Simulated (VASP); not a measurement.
# RbCl (Fm-3m) in VASP: a series of runs

Runs on RbCl. Level: PBE. Tasks: single point.

All numbers are computed with VASP 6.6.1; they aren't measurements. Logs are shortened: lines on timing, memory, paths and dates and some standing lists are left out, and cuts for length are marked.

### 1 The cell of the first run

The structure is cubic, space group Fm-3m (No. 225). Conventional cell: a = 6.437 Å, b = 6.437 Å, c = 6.437 Å, α = 90.00°, β = 90.00°, γ = 90.00°. Rb (site symmetry m-3m) has 6 Cl at 3.22 Å within 4.2 Å. Cl (site symmetry m-3m) has 6 Rb at 3.22 Å within 4.2 Å.

### 2 Single point, PBE

INCAR reads:

```
PREC = Accurate
ENCUT = 500
EDIFF = 1E-6
ISMEAR = 0
SIGMA = 0.01
LREAL = F
LASPH = T
NELM = 120
ALGO = Normal
ISIF = 2
LWAVE = F
LCHARG = F
GGA = PE
NBANDS = 15
GGA_COMPAT = F
```

KPOINTS reads:

```
regular mesh
0
Gamma
  5 5 5
```

POSCAR reads:

```
RbCl
1.0
    0.0000000000      3.2184977523      3.2184977523
    3.2184977523      0.0000000000      3.2184977523
    3.2184977523      3.2184977523      0.0000000000
Rb Cl
1 1
Direct
    0.0000000000      0.0000000000      0.0000000000
    0.5000000000      0.5000000000      0.5000000000
```

Potentials or basis: VASP PAW PBE potentials, release 64 (Rb_sv, Cl).

On the command line:

```sh
$ cat potpaw_PBE.64/Rb_sv/POTCAR potpaw_PBE.64/Cl/POTCAR > POTCAR
$ mpirun -np 1 vasp_std > vasp.out
```

OUTCAR:

```text
PREC = Accurate
   ENCUT = 500
   EDIFF = 1E-6
   ISMEAR = 0
   LREAL = F
   LASPH = T
   NELM = 120
   ISIF = 2
   GGA = PE

 ion  position               nearest neighbor table
   1  0.000  0.000  0.000-   2 3.22   2 3.22   2 3.22   2 3.22   2 3.22   2 3.22
   2  0.500  0.500  0.500-   1 3.22   1 3.22   1 3.22   1 3.22   1 3.22   1 3.22

  LATTYP: Found a face centered cubic cell.
 ALAT       =     6.4369955046

  Lattice vectors:

 A1 = (   0.0000000000,   3.2184977523,   3.2184977523)
 A2 = (   3.2184977523,   0.0000000000,   3.2184977523)
 A3 = (   3.2184977523,   3.2184977523,   0.0000000000)

Analysis of symmetry for initial positions (statically):
=====================================================================
 Subroutine PRICEL returns:
 Original cell was already a primitive cell.

 Routine SETGRP: Setting up the symmetry group for a
 face centered cubic supercell.

 Subroutine GETGRP returns: Found 48 space group operations
 (whereof 48 operations were pure point group operations)
 out of a pool of 48 trial point group operations.

The static configuration has the point symmetry O_h .

Analysis of symmetry for dynamics (positions and initial velocities):
=====================================================================
 Subroutine PRICEL returns:
 Original cell was already a primitive cell.

 Routine SETGRP: Setting up the symmetry group for a
 face centered cubic supercell.

 Subroutine GETGRP returns: Found 48 space group operations
 (whereof 48 operations were pure point group operations)
 out of a pool of 48 trial point group operations.

The dynamic configuration has the point symmetry O_h .

 Subroutine INISYM returns: Found 48 space group operations
 (whereof 48 operations are pure point group operations),
 and found     1 'primitive' translations

----------------------------------------------------------------------------------------

                                     Primitive cell

  volume of cell :      66.6791

  direct lattice vectors                    reciprocal lattice vectors
     0.000000000  3.218497752  3.218497752    -0.155351980  0.155351980  0.155351980
     3.218497752  0.000000000  3.218497752     0.155351980 -0.155351980  0.155351980
     3.218497752  3.218497752  0.000000000     0.155351980  0.155351980 -0.155351980

  length of vectors
     4.551643172  4.551643172  4.551643172     0.269077523  0.269077523  0.269077523

  position of ions in fractional coordinates (direct lattice)
     0.000000000  0.000000000  0.000000000
     0.500000000  0.500000000  0.500000000

[... 72 lines left out ...]
   NELECT =      16.0000    total number of electrons
   NUPDOWN=      -1.0000    fix difference up-down
   EMIN   =  10.00;   EMAX   =-10.00  energy-range for DOS
   EFERMI =   0.00;   METHOD = LEGACY
   ISMEAR =     0;   SIGMA  =   0.01  broadening in eV -4-tet -1-fermi 0-gaus
   EFERMI_NEDOS =   21; number of points for ismear=-14 and -15
   IALGO  =     38    algorithm
   IMIX   =      4    mixing-type and parameters
     AMIX     =   0.40;   BMIX     =  1.00
     AMIX_MAG =   1.60;   BMIX_MAG =  1.00
  volume/ion in A,a.u.               =      33.34       224.99
  Fermi-wavevector in a.u.,A,eV,Ry     =   1.017306  1.922430 14.080826  1.034912
  Thomas-Fermi vector in A             =   2.150699
   LORBIT       =      0    0 simple, 1 ext, 2 COOP (PROOUT), +10 PAW based schemes
   GGA     = PE    functional components
   LHFCALC =     F    Hartree Fock is set to
   AEXX    =    0.0000 exact exchange contribution
   IVDW    =     0    specifies the selected vdW correction
   LEPSILON=     F    determine dielectric tensor
   LRPA    =     F    only Hartree local field effects (RPA)
 non-spin polarized calculation
 Gauss-broadening in eV      SIGMA  =   0.01
  energy-cutoff  :      500.00
  volume of cell :       66.68
 maximum number of plane-waves:      1708
 NGX is ok and might be reduce to    36
   NGX = 17   NGY = 17   NGZ = 17

 number of electron      15.9999999 magnetization

 Free energy of the ion-electron system (eV)
  ---------------------------------------------------
  ext. energy  EPLUGINS =         0.00000000
  ---------------------------------------------------
  free energy    TOTEN  =        -6.62005604 eV

  energy without entropy =       -6.62005604  energy(sigma->0) =       -6.62005604

 E-fermi :  -1.5687     XC(G=0):  -7.6240

 val. band max:       -1.6146121467   @ k =   0.0000   0.0000   0.0000
 cond. band min:       3.6033843591   @ k =   0.0000   0.0000   0.0000
 fundamental gap:      5.2179965059
 Fermi energy:        -1.5687382346

 k-point     1 :       0.0000    0.0000    0.0000
  band No.  band energies     occupation
      1     -25.3863      2.00000
      2     -13.6766      2.00000
      3      -9.4341      2.00000
      4      -9.4341      2.00000
      5      -9.4341      2.00000
      6      -1.6146      2.00000
      7      -1.6146      2.00000
      8      -1.6146      2.00000
      9       3.6034      0.00000
     10       6.4145      0.00000
     11       6.4145      0.00000
     12       6.4145      0.00000
     13       7.4423      0.00000
     14       7.4423      0.00000
[... 149 lines left out ...]
      2     -13.6811      2.00000
      3      -9.6238      2.00000
      4      -9.6186      2.00000
      5      -9.4247      2.00000
      6      -2.1636      2.00000
      7      -1.9308      2.00000
      8      -1.8078      2.00000
      9       5.7036      0.00000
     10       6.5636      0.00000
     11       7.8761      0.00000
     12       8.7899      0.00000
     13       9.6910      0.00000
     14       9.8404      0.00000
     15      10.8548      0.00000

------------------------ aborting loop because EDIFF is reached ----------------------------------------

  FORCE on cell =-STRESS in cart. coord.  units (eV):
  Direction    XX          YY          ZZ          XY          YZ          ZX
  --------------------------------------------------------------------------------------
  -------------------------------------------------------------------------------------
  Total        0.9562995      0.9562995      0.9562995     -0.0000000     -0.0000000     -0.0000000
  in kB       22.9781410     22.9781410     22.9781410     -0.0000000     -0.0000000     -0.0000000
  external PRESSURE =      22.9781410 kB  Pullay stress =       0.0000000 kB

 VOLUME and BASIS-vectors are now :
 -----------------------------------------------------------------------------
  energy-cutoff  :      500.00
  volume of cell :       66.68
      direct lattice vectors                 reciprocal lattice vectors
     0.000000000  3.218497752  3.218497752    -0.155351980  0.155351980  0.155351980
     3.218497752  0.000000000  3.218497752     0.155351980 -0.155351980  0.155351980
     3.218497752  3.218497752  0.000000000     0.155351980  0.155351980 -0.155351980

 POSITION                                       TOTAL-FORCE (eV/Angst)
 -----------------------------------------------------------------------------------
      0.00000      0.00000      0.00000        -0.000000     -0.000000     -0.000000
      3.21850      3.21850      3.21850         0.000000      0.000000      0.000000
 -----------------------------------------------------------------------------------
    total drift:                                0.000000      0.000000      0.000000

  FREE ENERGIE OF THE ION-ELECTRON SYSTEM (eV)
  ---------------------------------------------------
  free  energy   TOTEN  =        -6.6200560366 eV

  energy  without entropy=       -6.6200560366  energy(sigma->0) =       -6.62005604
```

stdout:

```text
POSCAR found type information on POSCAR RbCl
 POSCAR found :  2 types and       2 ions
 scaLAPACK will be used
 LDA part: xc-table for (Slater+PW92), standard interpolation
 POSCAR, INCAR and KPOINTS ok, starting setup
 FFT: planning ... GRIDC
 FFT: planning ... GRID_SOFT
 FFT: planning ... GRID
 WAVECAR not read
 entering main loop
```

Run time: 21 s. Hardware: 1 thread of Intel Xeon 8259CL, shared host; peak memory 0.2 GiB.

What came out:

| Property | Result |
| --- | --- |
| Free energy | -6.6201 eV |
| Pressure | 2.3 GPa |
| Band gap on the k mesh | 5.22 eV, direct |

As with any semilocal functional, this PBE gap is likely too small.

### 3 Single point, PBE

This run uses another cell than the first one, of 34.22 Å³/atom, 1.026 times its volume.

INCAR reads:

```
SYSTEM = RbCl
ALGO = Normal
EDIFF = 1E-6
ENCUT = 500
GGA = PE
GGA_COMPAT = .False.
ISIF = 2
ISMEAR = 0
LASPH = .True.
LCHARG = .False.
LREAL = .False.
LWAVE = .False.
NBANDS = 15
NELM = 120
PREC = Accurate
SIGMA = 0.01
```

KPOINTS reads:

```
k-points
0
Gamma
  5 5 5
  0 0 0
```

POSCAR reads:

```
RbCl
1.0
    0.0000000000      3.2464860941      3.2464860941
    3.2464860941      0.0000000000      3.2464860941
    3.2464860941      3.2464860941      0.0000000000
Rb Cl
1 1
Direct
    0.0000000000      0.0000000000      0.0000000000
    0.5000000000      0.5000000000      0.5000000000
```

Potentials or basis: VASP PAW PBE potentials, release 64 (Rb_sv, Cl).

On the command line:

```sh
$ cat potpaw_PBE.64/Rb_sv/POTCAR potpaw_PBE.64/Cl/POTCAR > POTCAR
$ mpirun -np 1 vasp_std > vasp.out
```

It took 22 s on 1 thread of Intel Xeon 8259CL, shared host; peak memory 0.2 GiB.

The run converged. Its results:

- Free energy: -6.6422 eV
- Pressure: 1.7 GPa
- Band gap on the k mesh: 5.13 eV, direct

Levels at points of the mesh, in eV from the valence-band top:
```tsv
k point	band 4	band 5	band 6	band 7	band 8	band 9	band 10	band 11	band 12	band 13
(0.00, 0.00, 0.00)	-7.88	-7.88	0.00	0.00	0.00	5.13	8.02	8.02	8.02	9.03
```

### 4 Single point, PBE

This run uses another cell than the first one, of 35.09 Å³/atom, 1.053 times its volume.

INCAR reads:

```
SYSTEM = RbCl
ALGO     = Normal         ! electronic algorithm
EDIFF    = 1E-6           ! SCF threshold, eV
ENCUT    = 500            ! plane-wave cutoff, eV
GGA      = PE             ! functional
GGA_COMPAT= .False.      
ISIF     = 2              ! what is computed and relaxed
ISMEAR   = 0              ! smearing method
LASPH    = .True.         ! aspherical terms in the spheres
LCHARG   = .False.        ! write CHGCAR
LREAL    = .False.        ! projectors in reciprocal space
LWAVE    = .False.        ! write WAVECAR
NBANDS   = 15             ! bands
NELM     = 120            ! most SCF steps
PREC     = Accurate       ! precision mode
SIGMA    = 0.01           ! smearing width, eV
```

KPOINTS is that of step 3.

POSCAR reads:

```
RbCl
1.0
    0.0000000000      3.2740000000      3.2740000000
    3.2740000000      0.0000000000      3.2740000000
    3.2740000000      3.2740000000      0.0000000000
Rb Cl
1 1
Direct
    0.0000000000      0.0000000000      0.0000000000
    0.5000000000      0.5000000000      0.5000000000
```

On the command line:

```sh
$ cat potpaw_PBE.64/Rb_sv/POTCAR potpaw_PBE.64/Cl/POTCAR > POTCAR
$ mpirun -np 1 vasp_std > vasp.out
```

Run time: 23 s. Hardware: 1 thread of Intel Xeon 8259CL, shared host; peak memory 0.2 GiB.

The run converged. Its results:

```
Free energy            : -6.6581 eV
Pressure               : 1.2 GPa
Band gap on the k mesh : 5.05 eV, direct
```

Levels at points of the mesh, in eV from the valence-band top:
```csv
k point,band 6,band 7,band 8,band 9,band 10,band 11
"(0.00, 0.00, 0.00)",0.00,0.00,0.00,5.05,8.00,8.00
```

### 5 Single point, PBE

This run uses another cell than the first one, of 35.97 Å³/atom, 1.079 times its volume.

INCAR reads:

```
  PREC = Accurate
  ENCUT = 500
  EDIFF = 1E-6
  ISMEAR = 0
  SIGMA = 0.01
  LREAL = False
  LASPH = True
  NELM = 120
  ALGO = Normal
  ISIF = 2
  LWAVE = False
  LCHARG = False
  GGA = PE
  NBANDS = 15
  GGA_COMPAT = False
```

KPOINTS reads:

```
Automatic mesh
0
Gamma
  5 5 5
```

POSCAR reads:

```
RbCl
1.0
    0.0000000000      3.3010590783      3.3010590783
    3.3010590783      0.0000000000      3.3010590783
    3.3010590783      3.3010590783      0.0000000000
Rb Cl
1 1
Direct
    0.0000000000      0.0000000000      0.0000000000
    0.5000000000      0.5000000000      0.5000000000
```

On the command line:

```sh
$ cat potpaw_PBE.64/Rb_sv/POTCAR potpaw_PBE.64/Cl/POTCAR > POTCAR
$ mpirun -np 1 vasp_std > vasp.out
```

It took 24 s on 1 thread of Intel Xeon 8259CL, shared host; peak memory 0.2 GiB.

The run converged. Its results:

```yaml
Free_energy: -6.6686 eV
Pressure: 0.7 GPa
Band_gap_on_the_k_mesh: 4.97 eV, direct
```

Levels at points of the mesh, in eV from the valence-band top:
| k point | band 6 | band 7 | band 8 | band 9 | band 10 | band 11 |
| --- | --- | --- | --- | --- | --- | --- |
| (0.00, 0.00, 0.00) | 0.00 | 0.00 | 0.00 | 4.97 | 7.99 | 7.99 |

### 6 Single point, PBE

This run uses another cell than the first one, of 36.85 Å³/atom, 1.105 times its volume.

INCAR reads:

```
ALGO = Normal
EDIFF = 1E-6
ENCUT = 500
GGA = PE
GGA_COMPAT = F
ISIF = 2
ISMEAR = 0
LASPH = T
LCHARG = F
LREAL = F
LWAVE = F
NBANDS = 15
NELM = 120
PREC = Accurate
SIGMA = 0.01
```

KPOINTS reads:

```
k-points
0
Gamma
  5 5 5
```

POSCAR reads:

```
RbCl
1.0
    0.0000000000      3.3276816722      3.3276816722
    3.3276816722      0.0000000000      3.3276816722
    3.3276816722      3.3276816722      0.0000000000
Rb Cl
1 1
Direct
    0.0000000000      0.0000000000      0.0000000000
    0.5000000000      0.5000000000      0.5000000000
```

Potentials or basis: VASP PAW PBE potentials, release 64 (Rb_sv, Cl).

On the command line:

```sh
$ cat potpaw_PBE.64/Rb_sv/POTCAR potpaw_PBE.64/Cl/POTCAR > POTCAR
$ mpirun -np 1 vasp_std > vasp.out
```

It took 21 s on 1 thread of Intel Xeon 8259CL, shared host; peak memory 0.2 GiB.

Results (log left out):

| Property | Result |
| --- | --- |
| Free energy | -6.6742 eV |
| Pressure | 0.3 GPa |
| Band gap on the k mesh | 4.89 eV, direct |

Levels at points of the mesh, in eV from the valence-band top:
| k point | band 5 | band 6 | band 7 | band 8 | band 9 | band 10 | band 11 | band 12 |
| --- | --- | --- | --- | --- | --- | --- | --- | --- |
| (0.00, 0.00, 0.00) | -8.05 | 0.00 | 0.00 | 0.00 | 4.89 | 7.97 | 7.97 | 7.97 |

Expect the measured gap to be larger: semilocal functionals such as PBE lack the derivative discontinuity.

### 7 Summary

| cell | gap on the mesh (eV) | pressure (GPa) |
| --- | --- | --- |
| a = 4.552 Å, angles 60.0°, 2 atoms | 5.22 | 2.3 |
| a = 4.591 Å, angles 60.0°, 2 atoms | 5.13 | 1.7 |
| a = 4.630 Å, angles 60.0°, 2 atoms | 5.05 | 1.2 |
| a = 4.668 Å, angles 60.0°, 2 atoms | 4.97 | 0.7 |
| a = 4.706 Å, angles 60.0°, 2 atoms | 4.89 | 0.3 |

Alike in all rows: task single point; level PBE; potentials or basis VASP PAW PBE potentials, release 64 (Rb_sv, Cl); no spin polarisation; k mesh 5 × 5 × 5; cutoff (eV) 500; smearing gaussian 0.01 eV.

Total energies depend on the potentials used, so only differences within one code and one set of settings carry meaning.
